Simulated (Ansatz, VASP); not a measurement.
W4C in VASP and in Ansatz

Contents of INCAR:

```
SYSTEM = W4C
ALGO = Normal ; DIPOL = 0.5 0.5 0.335
EDIFF = 1E-7 ; ENCUT = 520
GGA = PE ; IDIPOL = 3
ISIF = 2 ; ISMEAR = 0
ISPIN = 2 ; LASPH = .TRUE.
LCHARG = .FALSE. ; LDIPOL = .TRUE.
LMAXMIX = 4 ; LORBIT = 11
LREAL = .FALSE. ; LWAVE = .FALSE.
MAGMOM = 0 0 0 0 2 ; NBANDS = 42
NELM = 150 ; PREC = Accurate
SIGMA = 0.1
```

KPOINTS

```
k-points
0
G
  9 7 1
  0 0 0
```

POSCAR

```
W4C
1.0
    2.8547213223      0.0000000000      0.0000000000
    0.0000000000      4.0371856108      0.0000000000
    0.0000000000      0.0000000000     20.9570327682
W C
4 1
Direct
    0.5000000000      0.5000000000      0.1908667150
    0.0000000000      0.0000000000      0.2589756250
    0.5000000000      0.5000000000      0.3262417340
    0.0000000000      0.0000000000      0.3796831763
    0.1666666667      0.0000000000      0.5194930451
```

Input for Ansatz:

```yaml
crystal:
  lattice:
    - [2.8547213223, 0.0, 0.0]
    - [0.0, 4.0371856108, 0.0]
    - [0.0, 0.0, 20.9570327682]
  atoms:
    - { symbol: W, position: [0.5, 0.5, 0.190866715] }
    - { symbol: W, position: [0.0, 0.0, 0.258975625] }
    - { symbol: W, position: [0.5, 0.5, 0.326241734] }
    - { symbol: W, position: [0.0, 0.0, 0.3796831763] }
    - { symbol: C, position: [0.1666666667, 0.0, 0.5194930451], spin: 2.0 }
basis:
  ecutwfc: 420
kpoints:
  mp_grid: { grid: [9, 7, 1] }
hamiltonian:
  xc: pbe
  pseudopotentials: { kind: paw, azcp: { folder: soft_1 } }
scf:
  occupations: { method: gaussian, width: 0.1 }
output:
  forces: true
  eigenvalues: true
  populations: true
magnetization:
  spin_polarized: true
efield:
  axis: 3
  dipole_correction: true
  ramp_width: 0.04
```

Alike in both runs: task single point; functional PBE; k mesh 9 × 7 × 1; occupations gaussian, width 0.1 eV; collinear spin.

|  | VASP | Ansatz |
| --- | --- | --- |
| version | VASP 6.6.1 | Ansatz 0.2.0 |
| potentials or method | VASP PAW PBE potentials, release 64 (W_sv, C), cutoff 520 eV | scalar-relativistic, plane waves, PAW |
| valence electrons in the cell | 60 | 60 |

```csv
,VASP,Ansatz,Ansatz less VASP
gap on the k mesh at the Fermi level (eV),none,none,-
rms of the force components (eV/Å),1.222,1.218,-0.0039
net moment per atom (μB),0.22,0.29,+0.071
size of the moment on the site where the two differ most (μB),0.66,1.10,+0.443
```

Site moments also hang on the region over which each program counts them. Atom by atom the forces differ by 0.017 eV/Å (rms over components). A gap of «none» marks a metal or a gap that the smearing closes.

Spin-orbit coupling is off throughout.
